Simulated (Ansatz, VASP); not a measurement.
# Two plane-wave programs on B2C

```
CELL_PARAMETERS angstrom
0.00000 2.13072 2.13072
2.13072 0.00000 2.13072
2.13072 2.13072 0.00000
ATOMIC_POSITIONS crystal
B 0.50000 0.50000 0.50000
B 0.25000 0.25000 0.25000
C 0.75000 0.75000 0.75000
```

Alike in both runs: functional PBE; k mesh 7 × 7 × 7; occupations gaussian, width 0.2 eV; no spin polarisation.

Ansatz relaxed the structure, and its values are those at the end. VASP's run is a single point on that final structure, the one shown.

```csv
,VASP,Ansatz
version,VASP 6.6.1,Ansatz 0.2.0
potentials or method,"VASP PAW PBE potentials, release 64 (B, C), cutoff 600 eV","scalar-relativistic, plane waves, PAW"
valence electrons in the cell,10,10
```

Ansatz gave:

| Property | Result |
| --- | --- |
| gap on the k mesh at the Fermi level (eV) | none |
| pressure (GPa) | -0.2 |

Task: Estimate VASP's values.

Result: gap on the k mesh at the Fermi level (eV): none; pressure (GPa): -0.4.

A gap of «none» marks a metal or a gap that the smearing closes. The functional is the same, so the differences come from potentials, cutoffs and numerics.

The k mesh is coarse, so the values compare programs but aren't converged.
